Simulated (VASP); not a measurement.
# AlN (kat) (F-43m) in VASP: vibrations by perturbation theory with LDA

Aim: the vibrations by perturbation theory of AlN (kat) with LDA.

Everything below comes from runs of VASP 6.6.1. Logs are shortened: lines on timing, memory, paths and dates and some standing lists are left out, and cuts for length are marked.

## 1. The cell of the first run

The structure is cubic, space group F-43m (No. 216). The conventional cell has a = 4.370 Å, b = 4.370 Å, c = 4.370 Å, α = 90.00°, β = 90.00°, γ = 90.00°. Within 2.5 Å of Al (site symmetry -43m) lie 4 N at 1.89 Å. Within 2.5 Å of N (site symmetry -43m) lie 4 Al at 1.89 Å.

## 2. Vibrations by perturbation theory, LDA

INCAR

```
SYSTEM = AlN
ALGO = Normal
EDIFF = 1E-8
ENCUT = 520
GGA = CA
IBRION = 8
ISIF = 2
ISMEAR = 0
LASPH = .TRUE.
LCHARG = .TRUE.
LEPSILON = .TRUE.
LREAL = .FALSE.
LWAVE = .FALSE.
NBANDS = 11
NELM = 80
NSW = 1
PREC = Accurate
SIGMA = 0.01
```

KPOINTS

```
k-points
0
G
  10 10 10
  0 0 0
```

POSCAR

```
AlN
1.0
    0.0000000000      2.1847547396      2.1847547396
    2.1847547396      0.0000000000      2.1847547396
    2.1847547396      2.1847547396      0.0000000000
Al N
1 1
Direct
    0.0000000000      0.0000000000      0.0000000000
    0.2500000000      0.2500000000      0.2500000000
```

Potentials or basis: VASP PAW LDA potentials, release 64 (Al, N).

The run is started by

```
cat potpaw_LDA.64/Al/POTCAR potpaw_LDA.64/N/POTCAR > POTCAR
mpirun -np 1 vasp_std > vasp.out
```

OUTCAR:

```text
SYSTEM = AlN
   EDIFF = 1E-8
   ENCUT = 520
   GGA = CA
   IBRION = 8
   ISIF = 2
   ISMEAR = 0
   LASPH = .TRUE.
   LEPSILON = .TRUE.
   LREAL = .FALSE.
   NELM = 80
   NSW = 1
   PREC = Accurate

 ion  position               nearest neighbor table
   1  0.000  0.000  0.000-   2 1.89   2 1.89   2 1.89   2 1.89
   2  0.250  0.250  0.250-   1 1.89   1 1.89   1 1.89   1 1.89

  LATTYP: Found a face centered cubic cell.
 ALAT       =     4.3695094792

  Lattice vectors:

 A1 = (   0.0000000000,   2.1847547396,   2.1847547396)
 A2 = (   2.1847547396,   0.0000000000,   2.1847547396)
 A3 = (   2.1847547396,   2.1847547396,   0.0000000000)

Analysis of symmetry for initial positions (statically):
=====================================================================
 Subroutine PRICEL returns:
 Original cell was already a primitive cell.

 Routine SETGRP: Setting up the symmetry group for a
 face centered cubic supercell.

 Subroutine GETGRP returns: Found 24 space group operations
 (whereof 24 operations were pure point group operations)
 out of a pool of 48 trial point group operations.

The static configuration has the point symmetry T_d .

Analysis of symmetry for dynamics (positions and initial velocities):
=====================================================================
 Subroutine PRICEL returns:
 Original cell was already a primitive cell.

 Routine SETGRP: Setting up the symmetry group for a
 face centered cubic supercell.

 Subroutine GETGRP returns: Found 24 space group operations
 (whereof 24 operations were pure point group operations)
 out of a pool of 48 trial point group operations.

The dynamic configuration has the point symmetry T_d .

 Subroutine INISYM returns: Found 24 space group operations
 (whereof 24 operations are pure point group operations),
 and found     1 'primitive' translations

[... 568 lines left out ...]
     0.00000 -8.63570  0.00454

 MACROSCOPIC STATIC DIELECTRIC TENSOR (including local field effects in DFT)
 ------------------------------------------------------
           4.573186     0.000000     0.000000
          -0.000000     4.573186     0.000000
           0.000000    -0.000000     4.573186
 ------------------------------------------------------

 PIEZOELECTRIC TENSOR (including local field effects)  for field in x, y, z        (e  Angst)
          XX          YY          ZZ          XY          YZ          ZX
  --------------------------------------------------------------------------------
  x     0.00000    -0.00000     0.00000     0.00000    -0.80258     0.00000
  y    -0.00000    -0.00000     0.00000     0.00000     0.00000    -0.80258
  z    -0.00000    -0.00000     0.00000    -0.80258     0.00000     0.00000

 PIEZOELECTRIC TENSOR (including local field effects)  for field in x, y, z        (C/m^2)
          XX          YY          ZZ          XY          YZ          ZX
  --------------------------------------------------------------------------------
  x     0.00000    -0.00000     0.00000     0.00000    -0.61654     0.00000
  y    -0.00000    -0.00000     0.00000     0.00000     0.00000    -0.61654
  z    -0.00000    -0.00000     0.00000    -0.61654     0.00000     0.00000

 BORN EFFECTIVE CHARGES (including local field effects) (in |e|, cummulative output)
 ---------------------------------------------------------------------------------
 ion    1
    1     2.53243     0.00000     0.00000
    2     0.00000     2.53243     0.00000
    3     0.00000     0.00000     2.53243
 ion    2
    1    -2.53243     0.00000     0.00000
    2     0.00000    -2.53243     0.00000
    3     0.00000     0.00000    -2.53243

 INTERNAL STRAIN TENSOR FOR ION    2 for displacements in x,y,z  (eV/Angst):
          X           Y           Z          XY          YZ          ZX
  --------------------------------------------------------------------------------
  x    -0.00000     0.00000     0.00000     0.00000    -8.63570     0.00000
  y     0.00000     0.00000     0.00000     0.00000     0.00000    -8.63570
  z     0.00000     0.00000    -0.00000    -8.63570     0.00000     0.00000

 SECOND DERIVATIVES (NOT SYMMETRIZED)
 ------------------------------------
               1X          1Y          1Z          2X          2Y          2Z
  1X   -14.431354    0.000000    0.000000   14.431354    0.000000    0.000000
  1Y     0.000000  -14.431354    0.000000    0.000000   14.431354    0.000000
  1Z     0.000000    0.000000  -14.431354    0.000000    0.000000   14.431354
  2X    14.436260    0.000000    0.000000  -14.436260    0.000000    0.000000
  2Y     0.000000   14.436260    0.000000    0.000000  -14.436260    0.000000
  2Z     0.000000    0.000000   14.436260    0.000000    0.000000  -14.436260

 Eigenvectors and eigenvalues of the dynamical matrix
 ----------------------------------------------------

   1 f  =   19.563245 THz   122.919492 2PiTHz  652.559603 cm-1    80.907043 meV
             X         Y         Z           dx          dy          dz
      0.000000  0.000000  0.000000     0.000000    0.584433    0.000000
      1.092377  1.092377  1.092377     0.000000   -0.811442    0.000000
[... 21 lines left out ...]
   6 f/i=    0.001577 THz     0.009906 2PiTHz    0.052589 cm-1     0.006520 meV
             X         Y         Z           dx          dy          dz
      0.000000  0.000000  0.000000     0.000000    0.000000    0.811442
      1.092377  1.092377  1.092377     0.000000    0.000000    0.584433

--------------------------------------------------------------------------------------------------------

 MACROSCOPIC STATIC DIELECTRIC TENSOR IONIC CONTRIBUTION
 ------------------------------------------------------
           3.854964     0.000000    -0.000000
           0.000000     3.854964     0.000000
          -0.000000     0.000000     3.854964
 ------------------------------------------------------

 ELASTIC MODULI CONTR FROM IONIC RELAXATION (kBar)
 Direction    XX          YY          ZZ          XY          YZ          ZX
 --------------------------------------------------------------------------------
 XX          -0.0000      0.0000     -0.0000      0.0000     -0.0000      0.0000
 YY           0.0000     -0.0000     -0.0000     -0.0000      0.0000      0.0000
 ZZ          -0.0000     -0.0000     -0.0000     -0.0000     -0.0000      0.0000
 XY           0.0000     -0.0000     -0.0000   -370.9380      0.0000     -0.0000
 YZ          -0.0000      0.0000     -0.0000      0.0000   -370.9380     -0.0000
 ZX           0.0000      0.0000      0.0000     -0.0000     -0.0000   -370.9380
 --------------------------------------------------------------------------------

 PIEZOELECTRIC TENSOR IONIC CONTR  for field in x, y, z        (C/m^2)
          XX          YY          ZZ          XY          YZ          ZX
  --------------------------------------------------------------------------------
  x     0.00000    -0.00000     0.00000    -0.00000     1.12521     0.00000
  y    -0.00000    -0.00000    -0.00000     0.00000     0.00000     1.12521
  z    -0.00000     0.00000     0.00000     1.12521    -0.00000     0.00000
```

stdout:

```text
POSCAR found type information on POSCAR AlN
 POSCAR found :  2 types and       2 ions
 scaLAPACK will be used
 LDA part: xc-table for (Slater(with rela. corr.)+CA(PZ))
 , standard interpolation
 POSCAR, INCAR and KPOINTS ok, starting setup
 FFT: planning ... GRIDC
 FFT: planning ... GRID_SOFT
 FFT: planning ... GRID
[... 24 lines left out ...]
 Linear response to external field, progress :
  Direction:   3
 dielectric tensor                  component  3 :     0.436     0.642     4.573
 Linear response DOF=           2
 Linear response progress:
 first order change of Fermi-energy  -0.12622E-05
 force on displaced ion       1 direction 1 : -14.431   0.000   0.000
 Born effective charge ion    1 direction 1 :   2.532   0.000   0.000
 Linear response progress:
 first order change of Fermi-energy   0.26556E-03
 force on displaced ion       2 direction 1 : -14.436   0.000   0.000
 Born effective charge ion    2 direction 1 :  -2.533   0.000   0.000
 Born effective charges drift removed
 Linear response finished
```

Wall time 3.9 min (1 thread of Intel Xeon 8259CL, shared host); peak memory 0.21 GiB.

Results:

```yaml
Electronic_dielectric_tensor_diagonal: 4.57
Born_charges_mean_of_the_diagonal: Al +2.53; N -2.53 e
Highest_phonon_frequency_at_Γ_LO-TO_splitting_left_out: 653 cm⁻¹
```

Phonon frequencies in cm⁻¹ (negative: imaginary):
```
              q point        frequencies
(0.000, 0.000, 0.000)  0 0 0 653 653 653
```

Electronic dielectric tensor:
```
4.57 0.00 0.00
0.00 4.57 0.00
0.00 0.00 4.57
```

Born effective charge tensors (e):
atom 1, Al
```
2.53 0.00 0.00
0.00 2.53 0.00
0.00 0.00 2.53
```
atom 2, N
```
-2.53  0.00  0.00
 0.00 -2.53  0.00
 0.00  0.00 -2.53
```

Caveat: the cell wasn't relaxed at this level first, which shifts response properties.
